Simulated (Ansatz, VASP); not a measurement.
Two plane-wave programs on TiH6

File INCAR:

```
SYSTEM = TiH6
PREC = Accurate
ENCUT = 500
EDIFF = 1E-6
ISMEAR = 0
SIGMA = 0.1
LREAL = .False.
LASPH = .True.
NELM = 120
ALGO = Normal
ISIF = 2
LWAVE = .False.
LCHARG = .True.
GGA = PE
LELF = .True.
LVHAR = .True.
NBANDS = 18
GGA_COMPAT = .False.
```

Contents of KPOINTS:

```
Automatic mesh
0
Gamma
  6 6 6
  0 0 0
```

POSCAR

```
TiH6
1.0
    0.0000000000      2.9275405400      2.9275405400
    2.9275405400      0.0000000000      2.9275405400
    2.9275405400      2.9275405400      0.0000000000
Ti H
1 6
Direct
    0.5000000000      0.5000000000      0.5000000000
    0.5000000000      0.0000000000      0.0000000000
    0.0000000000      0.5000000000      0.5000000000
    0.0000000000      0.5000000000      0.0000000000
    0.5000000000      0.0000000000      0.5000000000
    0.0000000000      0.0000000000      0.5000000000
    0.5000000000      0.5000000000      0.0000000000
```

Input for Ansatz:

```yaml
crystal:
  lattice:
    - [0.0, 2.92754054, 2.92754054]
    - [2.92754054, 0.0, 2.92754054]
    - [2.92754054, 2.92754054, 0.0]
  atoms:
    - { symbol: Ti, position: [0.5, 0.5, 0.5] }
    - { symbol: H, position: [0.5, 0.0, 0.0] }
    - { symbol: H, position: [0.0, 0.5, 0.5] }
    - { symbol: H, position: [0.0, 0.5, 0.0] }
    - { symbol: H, position: [0.5, 0.0, 0.5] }
    - { symbol: H, position: [0.0, 0.0, 0.5] }
    - { symbol: H, position: [0.5, 0.5, 0.0] }
basis:
  ecutwfc: 420
kpoints:
  mp_grid: { grid: [6, 6, 6] }
hamiltonian:
  xc: pbe
scf:
  occupations: { method: gaussian, width: 0.1 }
  lower_state_search: "off"
output:
  forces: true
  stress: true
  eigenvalues: true
```

Alike in both runs: task single point; functional PBE; k mesh 6 × 6 × 6; occupations gaussian, width 0.1 eV; no spin polarisation.

|  | VASP | Ansatz |
| --- | --- | --- |
| version | VASP 6.6.1 | Ansatz 0.2.0 |
| potentials or method | VASP PAW PBE potentials, release 64 (Ti_sv, H), cutoff 500 eV | scalar-relativistic, plane waves, PAW |
| valence electrons in the cell | 18 | 18 |

Ansatz gave:

```
gap on the k mesh at the Fermi level (eV) : none
pressure (GPa)                            : -17.1
```

Task: Which values does VASP return?

Result: gap on the k mesh at the Fermi level (eV): none; pressure (GPa): -17.3.

A gap of «none» marks a metal or a gap that the smearing closes.
